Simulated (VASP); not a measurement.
# C in VASP: notebook

C is run at these levels: PBEsol+D3(BJ); tasks: single point.

All numbers are computed with VASP 6.6.1; they aren't measurements. Logs are shortened: lines on timing, memory, paths and dates and some standing lists are left out, and cuts for length are marked.

## Step 1: The cell of the first run

Symmetry: Cmmm, No. 65, orthorhombic system. Conventional cell: a = 2.458 Å, b = 4.257 Å, c = 3.529 Å, α = 90.00°, β = 90.00°, γ = 90.00°. C (site symmetry m2m) has 3 C at 1.33 to 1.47 Å within 1.8 Å.

## Step 2: Single point, PBEsol+D3(BJ) (mode 8 frozen in at +0.000 Å and mode 12 at +0.045 Å (largest displacements))

Input file INCAR:

```
SYSTEM = C
ALGO     = Normal         ! electronic algorithm
EDIFF    = 1E-6           ! SCF threshold, eV
ENCUT    = 600            ! plane-wave cutoff, eV
GGA      = PS             ! functional
GGA_COMPAT= .FALSE.      
ISIF     = 2              ! what is computed and relaxed
ISMEAR   = 0              ! smearing method
IVDW     = 12             ! dispersion correction
LASPH    = .TRUE.         ! aspherical terms in the spheres
LCHARG   = .FALSE.        ! write CHGCAR
LREAL    = .FALSE.        ! projectors in reciprocal space
LWAVE    = .FALSE.        ! write WAVECAR
NBANDS   = 16             ! bands
NELM     = 120            ! most SCF steps
PREC     = Accurate       ! precision mode
SIGMA    = 0.15           ! smearing width, eV
```

Input file KPOINTS:

```
k-points
0
G
  18 12 10
  0 0 0
```

Input file POSCAR:

```
C
1.0
   -2.4576582504      0.0000000000      0.0000000000
    0.0000000000      0.0000000000     -3.5294825081
    0.0000000000     -4.2567889574      0.0000000000
C
4
Direct
    0.5000000000      0.0000000000      0.1560953181
    0.0000000000      0.0000000000      0.6560953181
    0.0000000000      0.0000000000      0.3439046819
    0.5000000000      0.0000000000      0.8439046819
```

Potentials or basis: VASP PAW PBE potentials, release 64 (C).

Launch:

```console
$ cat potpaw_PBE.64/C/POTCAR > POTCAR
$ mpirun -np 1 vasp_std > vasp.out
```

OUTCAR:

```text
SYSTEM = C
   EDIFF = 1E-6
   ENCUT = 600
   GGA = PS
   ISIF = 2
   ISMEAR = 0
   IVDW = 12
   LASPH = .TRUE.
   LREAL = .FALSE.
   NELM = 120
   PREC = Accurate
 IVDW          = 12

 ion  position               nearest neighbor table
   1  0.500  0.000  0.156-   4 1.33   3 1.47   3 1.47
   2  0.000  0.000  0.656-   3 1.33   4 1.47   4 1.47
   3  0.000  0.000  0.344-   2 1.33   1 1.47   1 1.47
   4  0.500  0.000  0.844-   1 1.33   2 1.47   2 1.47

  LATTYP: Found a simple orthorhombic cell.
 ALAT       =     2.4576582504
 B/A-ratio  =     1.4361160701
 C/A-ratio  =     1.7320508076

  Lattice vectors:

 A1 = (  -2.4576582504,   0.0000000000,   0.0000000000)
 A2 = (   0.0000000000,   0.0000000000,  -3.5294825081)
 A3 = (   0.0000000000,  -4.2567889574,   0.0000000000)

Analysis of symmetry for initial positions (statically):
=====================================================================
 Subroutine PRICEL returns following result:

  LATTYP: Found a hexagonal cell.
 ALAT       =     2.4576582504
 C/A-ratio  =     1.4361160700

  Lattice vectors:

 A1 = (  -1.2288291252,  -2.1283944787,   0.0000000000)
 A2 = (  -1.2288291252,   2.1283944787,   0.0000000000)
 A3 = (   0.0000000000,   0.0000000000,  -3.5294825081)

   2 primitive cells build up your supercell.

 Routine SETGRP: Setting up the symmetry group for a
 simple orthorhombic supercell.

 Subroutine GETGRP returns: Found  8 space group operations
 (whereof  8 operations were pure point group operations)
 out of a pool of  8 trial point group operations.

The static configuration has the point symmetry D_2h.

Analysis of symmetry for dynamics (positions and initial velocities):
=====================================================================
 Subroutine PRICEL returns following result:

  LATTYP: Found a hexagonal cell.
 ALAT       =     2.4576582504
 C/A-ratio  =     1.4361160700

  Lattice vectors:

 A1 = (  -1.2288291252,  -2.1283944787,   0.0000000000)
 A2 = (  -1.2288291252,   2.1283944787,   0.0000000000)
 A3 = (   0.0000000000,   0.0000000000,  -3.5294825081)

   2 primitive cells build up your supercell.

 Routine SETGRP: Setting up the symmetry group for a
 simple orthorhombic supercell.

 Subroutine GETGRP returns: Found  8 space group operations
 (whereof  8 operations were pure point group operations)
 out of a pool of  8 trial point group operations.

The dynamic configuration has the point symmetry D_2h.

 Subroutine INISYM returns: Found  8 space group operations
 (whereof  8 operations are pure point group operations),
 and found     2 'primitive' translations

----------------------------------------------------------------------------------------

                                     Primitive cell

  volume of cell :      18.4623

  direct lattice vectors                    reciprocal lattice vectors
    -1.228829125 -2.128394479  0.000000000    -0.406891397 -0.234918858  0.000000000
    -1.228829125  2.128394479  0.000000000    -0.406891397  0.234918858  0.000000000
     0.000000000  0.000000000 -3.529482508     0.000000000  0.000000000 -0.283327654

  length of vectors
     2.457658250  2.457658250  3.529482508     0.469837716  0.469837716  0.283327654

  position of ions in fractional coordinates (direct lattice)
     0.656095318  0.343904682  0.000000000
     0.343904682  0.656095318  0.000000000

  ion indices of the primitive-cell ions
   primitive index   ion index
                 1           1
                 2           4

----------------------------------------------------------------------------------------

 KPOINTS: k-points

Automatic generation of k-mesh.
 Grid dimensions read from file:
 generate k-points for:   18   12   10

 Generating k-lattice:

  Cartesian coordinates                     Fractional coordinates (reciprocal lattice)
    -0.022605078  0.000000000  0.000000000     0.055555556  0.000000000  0.000000000
     0.000000000  0.000000000 -0.023610638     0.000000000  0.083333333  0.000000000
     0.000000000 -0.023491886  0.000000000     0.000000000  0.000000000  0.100000000

  Length of vectors
     0.022605078  0.023610638  0.023491886

  Shift w.r.t. Gamma in fractional coordinates (k-lattice)
     0.000000000  0.000000000  0.000000000

 Subroutine IBZKPT returns following result:
 ===========================================

 Found    420 irreducible k-points:

 Following reciprocal coordinates:
            Coordinates               Weight
  0.000000  0.000000  0.000000      1.000000
  0.055556  0.000000  0.000000      2.000000
  0.111111  0.000000  0.000000      2.000000
  0.166667  0.000000  0.000000      2.000000
  0.222222  0.000000  0.000000      2.000000
  0.277778  0.000000  0.000000      2.000000
[... 16 lines left out ...]
  0.111111  0.166667  0.000000      4.000000
  0.166667  0.166667  0.000000      4.000000
 [... further k-points ...]
   k-points           NKPTS =    420   k-points in BZ     NKDIM =    420   number of bands    NBANDS=     16
   number of dos      NEDOS =    301   number of ions     NIONS =      4
   total plane-waves  NPLWV =  20160
   dimension x,y,z NGX =    20 NGY =   28 NGZ =   36
   dimension x,y,z NGXF=    40 NGYF=   56 NGZF=   72
   ions per type =               4
   NGX,Y,Z   is equivalent  to a cutoff of  13.53, 13.19, 14.06 a.u.
   NGXF,Y,Z  is equivalent  to a cutoff of  27.06, 26.38, 28.12 a.u.
 SYSTEM =  C
   PREC   = accura    normal or accurate (medium, high low for compatibility)
   ISTART =      0    job   : 0-new  1-cont  2-samecut
   ICHARG =      2    charge: 1-file 2-atom 10-const
   ISPIN  =      1    spin polarized calculation?
   LNONCOLLINEAR =      F non collinear calculations
   LSORBIT =      F    spin-orbit coupling
   LASPH  =      T    aspherical Exc in radial PAW
   ENCUT  =  600.0 eV  44.10 Ry    6.64 a.u.   4.91  7.05  8.50*2*pi/ulx,y,z
   NELM   =    120;   NELMIN=  2; NELMDL= -5     # of ELM steps
   EDIFF  = 0.1E-05   stopping-criterion for ELM
   LREAL  =      F    real-space projection
   EDIFFG = 0.1E-04   stopping-criterion for IOM
   NSW    =      0    number of steps for IOM
   IBRION =     -1    ionic relax: 0-MD 1-quasi-New 2-CG
   NFREE  =      0    steps in history (QN), initial steepest desc. (CG)
   ISIF   =      2    stress and relaxation
   ISYM   =      2    0-nonsym 1-usesym 2-fastsym
   POTIM  = 0.5000    time-step for ionic-motion
   TEBEG  =    0.0;   TEEND  =   0.0 temperature during run
   PSTRESS=    0.0 pullay stress
   NELECT =      16.0000    total number of electrons
   NUPDOWN=      -1.0000    fix difference up-down
   EMIN   =  10.00;   EMAX   =-10.00  energy-range for DOS
   EFERMI =   0.00;   METHOD = LEGACY
   ISMEAR =     0;   SIGMA  =   0.15  broadening in eV -4-tet -1-fermi 0-gaus
   EFERMI_NEDOS =   21; number of points for ismear=-14 and -15
   IALGO  =     38    algorithm
   IMIX   =      4    mixing-type and parameters
     AMIX     =   0.40;   BMIX     =  1.00
     AMIX_MAG =   1.60;   BMIX_MAG =  1.00
  volume/ion in A,a.u.               =       9.23        62.29
  Fermi-wavevector in a.u.,A,eV,Ry     =   1.238825  2.341040 20.880688  1.534687
  Thomas-Fermi vector in A             =   2.373334
   LORBIT       =      0    0 simple, 1 ext, 2 COOP (PROOUT), +10 PAW based schemes
   GGA     = PS    functional components
   LHFCALC =     F    Hartree Fock is set to
   AEXX    =    0.0000 exact exchange contribution
   IVDW    =    12    specifies the selected vdW correction
   LEPSILON=     F    determine dielectric tensor
   LRPA    =     F    only Hartree local field effects (RPA)
 non-spin polarized calculation
 Gauss-broadening in eV      SIGMA  =   0.15
  energy-cutoff  :      600.00
  volume of cell :       36.92
 maximum number of plane-waves:      1256
 NGX is ok and might be reduce to    20
   NGX =  9   NGY = 15   NGZ = 17

 number of electron      16.0000001 magnetization

 Free energy of the ion-electron system (eV)
  ---------------------------------------------------
  ext. energy  EPLUGINS =         0.00000000
  ---------------------------------------------------
  free energy    TOTEN  =       -38.07776292 eV

  energy without entropy =      -38.07645775  energy(sigma->0) =      -38.07711034

 E-fermi :   4.1057     XC(G=0): -10.1869

 val. band max:        4.0840961739   @ k =   0.3333   0.0000   0.0000
 cond. band min:       4.1318565557   @ k =   0.2778   0.2500   0.0000
 fundamental gap:      0.0477603818
 Fermi energy:         4.1057475300

 k-point     1 :       0.0000    0.0000    0.0000
  band No.  band energies     occupation
      1     -15.4300      2.00000
      2      -9.8805      2.00000
      3      -9.6988      2.00000
      4      -2.6906      2.00000
      5      -1.6503      2.00000
      6      -0.0432      2.00000
[... 8 lines left out ...]
     15      15.1957      0.00000
     16      16.0336      0.00000

 k-point     2 :       0.0556    0.0000    0.0000
  band No.  band energies     occupation
      1     -15.3742      2.00000
      2      -9.8369      2.00000
      3      -9.6484      2.00000
      4      -2.6288      2.00000
      5      -1.9075      2.00000
      6      -0.1472      2.00000
[... 8 lines left out ...]
     15      15.2481      0.00000
     16      15.8713      0.00000

 k-point     3 :       0.1111    0.0000    0.0000
  band No.  band energies     occupation
      1     -15.2069      2.00000
      2      -9.7089      2.00000
      3      -9.4972      2.00000
      4      -2.6016      2.00000
      5      -2.4438      2.00000
      6      -0.4519      2.00000
[... 8 lines left out ...]
     15      15.4003      0.00000
     16      15.4032      0.00000
[... 362 lines left out ...]
 k-point    23 :       0.1111    0.1667    0.0000
  band No.  band energies     occupation
      1     -15.1579      2.00000
      2      -9.6813      2.00000
      3      -9.4605      2.00000
      4      -2.8816      2.00000
      5      -2.5884      2.00000
      6      -0.4451      2.00000
[... 8 lines left out ...]
     15      15.6080      0.00000
     16      16.3678      0.00000

 k-point    24 :       0.1667    0.1667    0.0000
  band No.  band energies     occupation
      1     -14.8808      2.00000
      2      -9.4786      2.00000
      3      -9.2093      2.00000
      4      -3.5494      2.00000
      5      -2.5696      2.00000
      6      -0.9288      2.00000
[... 8 lines left out ...]
     15      16.4615      0.00000
     16      16.5991      0.00000

 [... further k-points ...]

------------------------ aborting loop because EDIFF is reached ----------------------------------------

 Edisp (eV)   -0.41865

 E8    (eV) :    -0.2034

  FORCE on cell =-STRESS in cart. coord.  units (eV):
  Direction    XX          YY          ZZ          XY          YZ          ZX
  --------------------------------------------------------------------------------------
  -------------------------------------------------------------------------------------
  Total      -1.10053     4.12080    -0.11866     0.00000     0.00000     0.00000
  in kB     -47.75259   178.80407    -5.14881     0.00000     0.00000     0.00000
  external pressure =       41.97 kB  Pullay stress =        0.00 kB

 VOLUME and BASIS-vectors are now :
 -----------------------------------------------------------------------------
  energy-cutoff  :      600.00
  volume of cell :       36.92
      direct lattice vectors                 reciprocal lattice vectors
    -2.457658250  0.000000000  0.000000000    -0.406891397  0.000000000  0.000000000
     0.000000000  0.000000000 -3.529482508     0.000000000  0.000000000 -0.283327654
     0.000000000 -4.256788957  0.000000000     0.000000000 -0.234918858  0.000000000

 POSITION                                       TOTAL-FORCE (eV/Angst)
 -----------------------------------------------------------------------------------
     -1.22883     -0.66446      0.00000         0.000000     -5.521750      0.000000
      0.00000     -2.79286      0.00000         0.000000     -5.521750      0.000000
      0.00000     -1.46393      0.00000        -0.000000      5.521750     -0.000000
     -1.22883     -3.59232      0.00000        -0.000000      5.521750     -0.000000
 -----------------------------------------------------------------------------------
    total drift:                               -0.000000     -0.000000     -0.000000

  FREE ENERGIE OF THE ION-ELECTRON SYSTEM (eV)
  ---------------------------------------------------
  free  energy   TOTEN  =       -38.4964163913 eV

  energy  without entropy=      -38.4951112216  energy(sigma->0) =      -38.49576381
```

It took 2.2 min on 1 thread of Intel Xeon Platinum 8488C (Sapphire Rapids), shared host; peak memory 0.33 GiB.

Results:

* Free energy: -38.4964 eV
* Pressure: 4.2 GPa
* Largest force: 5.522 eV/Å
* Band gap on the k mesh: zero (band 8 reaches 4.63 eV, above the bottom of band 9 at 3.68 eV)
* Dispersion energy per atom: -0.105 eV

Forces on the atoms (eV/Å):
```
C    0.000 -5.522  0.000
C    0.000 -5.522  0.000
C    0.000  5.522  0.000
C    0.000  5.522  0.000
```

Caveat: the cell differs from its parent crystal (mode 8 frozen in at +0.000 Å and mode 12 at +0.045 Å (largest displacements)); the PAW data sets were made with another functional, which shifts forces and pressure a little.

(Part 1 of 2 ends here.)
